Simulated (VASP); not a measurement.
Set up this calculation in VASP 6.6.1, as the native input.

```
Task                   : single point
Functional             : PBE
Potentials or basis    : VASP PAW PBE potentials, release 64 (Li_sv)
Cutoff                 : 520 eV
k mesh                 : 2 × 12 × 1
Occupations            : gaussian, width 0.1 eV
Spin                   : no spin polarisation
Dipole correction      : yes
Further INCAR settings : LREAL = Auto; ALGO = Normal; EDIFF = 1e-06; NBANDS = 54
```

The structure of Li lies in POSCAR:

```
Li
1.0
   18.3269537206      0.0000000000      0.0000000000
    0.0000000000      3.0544922868      0.0000000000
    0.0000000000      0.0000000000     20.6394088362
Li
24
Direct
    0.0000000000      0.0000000000      0.0726765002
    0.0833333333      0.5000000000      0.1773234998
    0.1666666667      1.0000000000      0.0726765002
    0.2500000000      0.5000000000      0.1773234998
    0.3333333333      1.0000000000      0.0726765002
    0.4166666667      0.5000000000      0.1773234998
    0.5000000000      1.0000000000      0.0726765002
    0.5833333333      0.5000000000      0.1773234998
    0.6666666667      1.0000000000      0.0726765002
    0.7500000000      0.5000000000      0.1773234998
    0.8333333333      1.0000000000      0.0726765002
    0.9166666667      0.5000000000      0.1773234998
    0.0000000000      0.0000000000      0.2837020268
    0.0833333333      0.5000000000      0.3872620666
    0.1666666667      1.0000000000      0.2837020268
    0.2500000000      0.5000000000      0.3872620666
    0.3333333333      1.0000000000      0.2837020268
    0.4166666667      0.5000000000      0.3872620666
    0.5000000000      1.0000000000      0.2837020268
    0.5833333333      0.5000000000      0.3872620666
    0.6666666667      1.0000000000      0.2837020268
    0.7500000000      0.5000000000      0.3872620666
    0.8333333333      1.0000000000      0.2837020268
    0.9166666667      0.5000000000      0.3872620666
```

The input as run:

INCAR

```
SYSTEM = Li
PREC = Accurate
ENCUT = 520
EDIFF = 1E-6
ISMEAR = 0
SIGMA = 0.1
LREAL = Auto
LASPH = .True.
NELM = 60
ALGO = Normal
ISIF = 2
LWAVE = .False.
LCHARG = .False.
LDIPOL = .True.
IDIPOL = 3
DIPOL = 0.5 0.5 0.230
GGA = PE
NBANDS = 54
```

KPOINTS

```
Automatic mesh
0
Gamma
  2 12 1
  0 0 0
```

Potentials or basis: VASP PAW PBE potentials, release 64 (Li_sv).

Run with:

```bash
$ cat potpaw_PBE.64/Li_sv/POTCAR > POTCAR
$ mpirun -np 1 vasp_std > vasp.out
```

It gave:

The largest force is 0.010 eV/Å and the band gap on the k mesh is zero (bands 36 and 37 overlap by 1.70 eV).

It took 64 min on 1 thread of Intel Xeon 8259CL, with other jobs on the host, peak memory 1.2 GiB.
